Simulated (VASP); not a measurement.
# Ga (Cmcm) in VASP: notebook

Ga is run at these levels: PBEsol; tasks: single point.

All numbers are computed with VASP 6.6.1; they aren't measurements. Logs are shortened: lines on timing, memory, paths and dates and some standing lists are left out, and cuts for length are marked.

### Step 1. The cell of the first run

It takes space group Cmcm (No. 63, orthorhombic). Conventional cell: a = 2.673 Å, b = 7.799 Å, c = 3.217 Å, α = 90.00°, β = 90.00°, γ = 90.00°. Ga (site symmetry m2m) has 10 Ga at 2.63 to 3.22 Å within 3.5 Å.

### Step 2. Single point, PBEsol

Input file INCAR:

```
ALGO = Fast
EDIFF = 1E-7
ENCUT = 520
GGA = PS
ISIF = 2
ISMEAR = -1
LASPH = True
LCHARG = False
LREAL = False
LWAVE = False
NBANDS = 20
NELM = 100
PREC = Accurate
SIGMA = 0.15
```

Input file KPOINTS:

```
k-points
0
Gamma
  16 16 14
```

Input file POSCAR:

```
Ga
1.0
    1.3366167172     -3.8994872917      0.0000000000
    1.3366167172      3.8994872917      0.0000000000
    0.0000000000      0.0000000000      3.2174336770
Ga
2
Direct
    0.8665668154      0.1334331846      0.2500000000
    0.1334331846      0.8665668154      0.7500000000
```

Potentials or basis: VASP PAW PBE potentials, release 64 (Ga_d).

On the command line:

```bash
$ cat potpaw_PBE.64/Ga_d/POTCAR > POTCAR
$ mpirun -np 1 vasp_std > vasp.out
```

OUTCAR:

```text
EDIFF = 1E-7
   ENCUT = 520
   GGA = PS
   ISIF = 2
   ISMEAR = -1
   LASPH = True
   LREAL = False
   NELM = 100
   PREC = Accurate

 ion  position               nearest neighbor table
   1  0.867  0.133  0.250-   2 2.63   2 2.63   2 2.77   2 2.77   2 2.77   2 2.77
   2  0.133  0.867  0.750-   1 2.63   1 2.63   1 2.77   1 2.77   1 2.77   1 2.77

  LATTYP: Found a base centered orthorhombic cell.
 ALAT       =     2.6732334344
 B/A-ratio  =     2.9174311839
 C/A-ratio  =     1.2035737828

  Lattice vectors:

 A1 = (   1.3366167172,  -3.8994872917,   0.0000000000)
 A2 = (   1.3366167172,   3.8994872917,   0.0000000000)
 A3 = (   0.0000000000,   0.0000000000,   3.2174336770)

Analysis of symmetry for initial positions (statically):
=====================================================================
 Subroutine PRICEL returns:
 Original cell was already a primitive cell.

 Routine SETGRP: Setting up the symmetry group for a
 base centered orthorhombic supercell.

 Subroutine GETGRP returns: Found  8 space group operations
 (whereof  4 operations were pure point group operations)
 out of a pool of  8 trial point group operations.

The static configuration has the point symmetry C_2h.
 The point group associated with its full space group is D_2h.

Analysis of symmetry for dynamics (positions and initial velocities):
=====================================================================
 Subroutine PRICEL returns:
 Original cell was already a primitive cell.

 Routine SETGRP: Setting up the symmetry group for a
 base centered orthorhombic supercell.

 Subroutine GETGRP returns: Found  8 space group operations
 (whereof  4 operations were pure point group operations)
 out of a pool of  8 trial point group operations.

The dynamic configuration has the point symmetry C_2h.
 The point group associated with its full space group is D_2h.

 Subroutine INISYM returns: Found  8 space group operations
 (whereof  4 operations are pure point group operations),
 and found     1 'primitive' translations

----------------------------------------------------------------------------------------

                                     Primitive cell

  volume of cell :      33.5393

  direct lattice vectors                    reciprocal lattice vectors
     1.336616717 -3.899487292  0.000000000     0.374078817 -0.128221985  0.000000000
     1.336616717  3.899487292  0.000000000     0.374078817  0.128221985  0.000000000
     0.000000000  0.000000000  3.217433677     0.000000000  0.000000000  0.310806718

  length of vectors
     4.122201522  4.122201522  3.217433677     0.395443850  0.395443850  0.310806718

  position of ions in fractional coordinates (direct lattice)
     0.866566815  0.133433185  0.250000000
     0.133433185  0.866566815  0.750000000

  ion indices of the primitive-cell ions
   primitive index   ion index
                 1           1
                 2           2

----------------------------------------------------------------------------------------

 KPOINTS: k-points

Automatic generation of k-mesh.
 Grid dimensions read from file:
 generate k-points for:   16   16   14

 Generating k-lattice:

  Cartesian coordinates                     Fractional coordinates (reciprocal lattice)
     0.023379926 -0.008013874  0.000000000     0.062500000 -0.000000000  0.000000000
     0.023379926  0.008013874  0.000000000    -0.000000000  0.062500000  0.000000000
     0.000000000  0.000000000  0.022200480     0.000000000  0.000000000  0.071428571

  Length of vectors
     0.024715241  0.024715241  0.022200480

  Shift w.r.t. Gamma in fractional coordinates (k-lattice)
     0.000000000  0.000000000  0.000000000

 Subroutine IBZKPT returns following result:
 ===========================================

 Found    584 irreducible k-points:

 Following reciprocal coordinates:
            Coordinates               Weight
  0.000000  0.000000  0.000000      1.000000
  0.062500  0.000000  0.000000      4.000000
  0.125000  0.000000  0.000000      4.000000
  0.187500  0.000000  0.000000      4.000000
  0.250000  0.000000  0.000000      4.000000
  0.312500  0.000000  0.000000      4.000000
[... 16 lines left out ...]
 -0.125000  0.062500  0.000000      4.000000
 -0.062500  0.062500  0.000000      2.000000
 [... further k-points ...]
   k-points           NKPTS =    584   k-points in BZ     NKDIM =    584   number of bands    NBANDS=     20
   number of dos      NEDOS =    301   number of ions     NIONS =      2
   total plane-waves  NPLWV =  24576
   dimension x,y,z NGX =    32 NGY =   32 NGZ =   24
   dimension x,y,z NGXF=    64 NGYF=   64 NGZF=   48
   ions per type =               2
   NGX,Y,Z   is equivalent  to a cutoff of  12.91, 12.91, 12.40 a.u.
   NGXF,Y,Z  is equivalent  to a cutoff of  25.81, 25.81, 24.80 a.u.
 SYSTEM =  unknown system
   PREC   = accura    normal or accurate (medium, high low for compatibility)
   ISTART =      0    job   : 0-new  1-cont  2-samecut
   ICHARG =      2    charge: 1-file 2-atom 10-const
   ISPIN  =      1    spin polarized calculation?
   LNONCOLLINEAR =      F non collinear calculations
   LSORBIT =      F    spin-orbit coupling
   LASPH  =      T    aspherical Exc in radial PAW
   ENCUT  =  520.0 eV  38.22 Ry    6.18 a.u.   7.66  7.66  5.98*2*pi/ulx,y,z
   NELM   =    100;   NELMIN=  2; NELMDL= -5     # of ELM steps
   EDIFF  = 0.1E-06   stopping-criterion for ELM
   LREAL  =      F    real-space projection
   EDIFFG = 0.1E-05   stopping-criterion for IOM
   NSW    =      0    number of steps for IOM
   IBRION =     -1    ionic relax: 0-MD 1-quasi-New 2-CG
   NFREE  =      0    steps in history (QN), initial steepest desc. (CG)
   ISIF   =      2    stress and relaxation
   ISYM   =      2    0-nonsym 1-usesym 2-fastsym
   POTIM  = 0.5000    time-step for ionic-motion
   TEBEG  =    0.0;   TEEND  =   0.0 temperature during run
   PSTRESS=    0.0 pullay stress
   NELECT =      26.0000    total number of electrons
   NUPDOWN=      -1.0000    fix difference up-down
   EMIN   =  10.00;   EMAX   =-10.00  energy-range for DOS
   EFERMI =   0.00;   METHOD = LEGACY
   ISMEAR =    -1;   SIGMA  =   0.15  broadening in eV -4-tet -1-fermi 0-gaus
   EFERMI_NEDOS =   21; number of points for ismear=-14 and -15
   IALGO  =     68    algorithm
   IMIX   =      4    mixing-type and parameters
     AMIX     =   0.40;   BMIX     =  1.00
     AMIX_MAG =   1.60;   BMIX_MAG =  1.00
  volume/ion in A,a.u.               =      16.77       113.17
  Fermi-wavevector in a.u.,A,eV,Ry     =   1.503885  2.841930 30.771888  2.261670
  Thomas-Fermi vector in A             =   2.614937
   LORBIT       =      0    0 simple, 1 ext, 2 COOP (PROOUT), +10 PAW based schemes
   GGA     = PS    functional components
   LHFCALC =     F    Hartree Fock is set to
   AEXX    =    0.0000 exact exchange contribution
   IVDW    =     0    specifies the selected vdW correction
   LEPSILON=     F    determine dielectric tensor
   LRPA    =     F    only Hartree local field effects (RPA)
 non-spin polarized calculation
 RMM-DIIS sequential band-by-band and
  energy-cutoff  :      520.00
  volume of cell :       33.54
 maximum number of plane-waves:       918
   NGX = 15   NGY = 15   NGZ = 11

 number of electron      26.0000001 magnetization

 Free energy of the ion-electron system (eV)
  ---------------------------------------------------
  ext. energy  EPLUGINS =         0.00000000
  ---------------------------------------------------
  free energy    TOTEN  =        -6.67402594 eV

  energy without entropy =       -6.62761420  energy(sigma->0) =       -6.65082007

 E-fermi :   6.5551     XC(G=0): -11.7131

 val. band max:        6.5435846680   @ k =   0.3750   0.1875   0.3571
 cond. band min:       6.5573498371   @ k =   0.5000   0.1250   0.4286
 fundamental gap:      0.0137651690
 Fermi energy:         6.5550990624

 k-point     1 :       0.0000    0.0000    0.0000
  band No.  band energies     occupation
      1      -8.7847      2.00000
      2      -8.7692      2.00000
      3      -8.7182      2.00000
      4      -8.7133      2.00000
      5      -8.3556      2.00000
      6      -8.3501      2.00000
[... 12 lines left out ...]
     19      18.1021      0.00000
     20      20.3415      0.00000

 k-point     2 :       0.0625    0.0000    0.0000
  band No.  band energies     occupation
      1      -8.7753      2.00000
      2      -8.7652      2.00000
      3      -8.7131      2.00000
      4      -8.6888      2.00000
      5      -8.3632      2.00000
      6      -8.3593      2.00000
[... 12 lines left out ...]
     19      18.3275      0.00000
     20      21.0194      0.00000

 k-point     3 :       0.1250    0.0000    0.0000
  band No.  band energies     occupation
      1      -8.7538      2.00000
      2      -8.7519      2.00000
      3      -8.6844      2.00000
      4      -8.6321      2.00000
      5      -8.3868      2.00000
      6      -8.3858      2.00000
[... 12 lines left out ...]
     19      18.4552      0.00000
     20      21.5518      0.00000

 k-point     4 :       0.1875    0.0000    0.0000
  band No.  band energies     occupation
      1      -8.7375      2.00000
      2      -8.7229      2.00000
      3      -8.6383      2.00000
      4      -8.5577      2.00000
      5      -8.4262      2.00000
      6      -8.4192      2.00000
[... 12 lines left out ...]
     19      18.5874      0.00000
     20      22.3431      0.00000

 k-point     5 :       0.2500    0.0000    0.0000
  band No.  band energies     occupation
      1      -8.7197      2.00000
      2      -8.6932      2.00000
      3      -8.5936      2.00000
      4      -8.5260      2.00000
      5      -8.4751      2.00000
      6      -8.4019      2.00000
[... 12 lines left out ...]
     19      18.7686      0.00000
     20      22.6352      0.00000
[... 353 lines left out ...]
      6      -8.4367      2.00000
[... 12 lines left out ...]
     19      17.9499      0.00000
     20      23.5698      0.00000

 k-point    22 :      -0.1875    0.0625    0.0000
  band No.  band energies     occupation
      1      -8.7475      2.00000
      2      -8.7388      2.00000
      3      -8.7013      2.00000
      4      -8.6047      2.00000
      5      -8.4081      2.00000
      6      -8.3968      2.00000
[... 12 lines left out ...]
     19      17.9304      0.00000
     20      22.6034      0.00000

 k-point    23 :      -0.1250    0.0625    0.0000
  band No.  band energies     occupation
      1      -8.7770      2.00000
      2      -8.7546      2.00000
      3      -8.7271      2.00000
      4      -8.6629      2.00000
      5      -8.3799      2.00000
      6      -8.3664      2.00000
[... 12 lines left out ...]
     19      18.0227      0.00000
     20      21.0122      0.00000

 k-point    24 :      -0.0625    0.0625    0.0000
  band No.  band energies     occupation
      1      -8.7863      2.00000
      2      -8.7638      2.00000
      3      -8.7333      2.00000
      4      -8.6914      2.00000
      5      -8.3649      2.00000
      6      -8.3537      2.00000
[... 12 lines left out ...]
     19      18.1953      0.00000
     20      19.8112      0.00000

 [... further k-points ...]

------------------------ aborting loop because EDIFF is reached ----------------------------------------

  FORCE on cell =-STRESS in cart. coord.  units (eV):
  Direction    XX          YY          ZZ          XY          YZ          ZX
  --------------------------------------------------------------------------------------
  -------------------------------------------------------------------------------------
  Total        1.0844871      1.0784879      1.0769583      0.0000000      0.0000000      0.0000000
  in kB       51.8061079     51.5195276     51.4464548      0.0000000      0.0000000      0.0000000
  external PRESSURE =      51.5906968 kB  Pullay stress =       0.0000000 kB

 VOLUME and BASIS-vectors are now :
 -----------------------------------------------------------------------------
  energy-cutoff  :      520.00
  volume of cell :       33.54
      direct lattice vectors                 reciprocal lattice vectors
     1.336616717 -3.899487292  0.000000000     0.374078817 -0.128221985  0.000000000
     1.336616717  3.899487292  0.000000000     0.374078817  0.128221985  0.000000000
     0.000000000  0.000000000  3.217433677     0.000000000  0.000000000  0.310806718

 POSITION                                       TOTAL-FORCE (eV/Angst)
 -----------------------------------------------------------------------------------
      1.33662     -2.85885      0.80436         0.000000     -0.002044      0.000000
      1.33662      2.85885      2.41308         0.000000      0.002044      0.000000
 -----------------------------------------------------------------------------------
    total drift:                                0.000000      0.000000     -0.000000

  FREE ENERGIE OF THE ION-ELECTRON SYSTEM (eV)
  ---------------------------------------------------
  free  energy   TOTEN  =        -6.6740259361 eV

  energy  without entropy=       -6.6276142048  energy(sigma->0) =       -6.65082007
```

It took 8.2 min on 1 thread of Intel Xeon 8259CL, shared host; peak memory 0.41 GiB.

What came out:

```yaml
Free_energy: -6.6740 eV
Pressure: 5.2 GPa
Band_gap_on_the_k_mesh: zero (bands 13 and 14 overlap by 9.34 eV)
```

Forces in eV/Å, atoms in the order of the input:
```
Ga   0.000 -0.002  0.000
Ga   0.000  0.002  0.000
```

Caveat: the cell stands under pressure; the PAW data sets were made with another functional, which shifts forces and pressure a little.

### Step 3. Single point, PBEsol (17.61 Å³/atom)

This run uses another cell than the first one, of 17.61 Å³/atom.

Input file INCAR:

```
SYSTEM = Ga
ALGO = Fast
EDIFF = 1E-6
ENCUT = 520
GGA = PS
ISIF = 2
ISMEAR = -1
LASPH = .True.
LCHARG = .False.
LREAL = .False.
LWAVE = .False.
NBANDS = 20
NELM = 60
PREC = Accurate
SIGMA = 0.15
```

Input file KPOINTS:

```
k-points
0
Gamma
  16 16 14
  0 0 0
```

Input file POSCAR:

```
Ga
1.0
    1.3591747060     -3.9501231852      0.0000000000
    1.3591747060      3.9501231852      0.0000000000
    0.0000000000      0.0000000000      3.2804562506
Ga
2
Direct
    0.8663652045      0.1336347955      0.2500000000
    0.1336347955      0.8663652045      0.7500000000
```

Potentials or basis: VASP PAW PBE potentials, release 64 (Ga_d).

On the command line:

```bash
$ cat potpaw_PBE.64/Ga_d/POTCAR > POTCAR
$ mpirun -np 1 vasp_std > vasp.out
```

Run time: 7.5 min. Hardware: 1 thread of Intel Xeon 8259CL, shared host; peak memory 0.42 GiB.

Results (log left out):

* Free energy: -6.7073 eV
* Pressure: 1.4 GPa
* Band gap on the k mesh: zero (bands 13 and 14 overlap by 8.88 eV)

Levels at points of the mesh, in eV from the Fermi level:
```
           k point  band 11  band 12  band 13  band 14  band 15  band 16
(0.00, 0.00, 0.00)   -11.70    -2.24    -1.49     1.53     5.40     9.87
(0.50, 0.00, 0.00)    -6.19    -5.37    -1.52     0.14     6.20     6.75
(0.50, 0.50, 0.00)    -9.59    -8.81     3.87     4.79     6.00     6.26
(0.00, 0.00, 0.50)    -8.12    -8.12     1.65     1.65     2.61     2.61
(0.50, 0.00, 0.50)    -2.87    -2.87    -1.77    -1.77     2.05     2.05
(0.50, 0.50, 0.50)    -6.21    -6.21    -4.66    -4.66    11.33    11.33
```

Caveat: the PAW data sets were made with another functional, which shifts forces and pressure a little.

(Continued in part 2 of 2.)
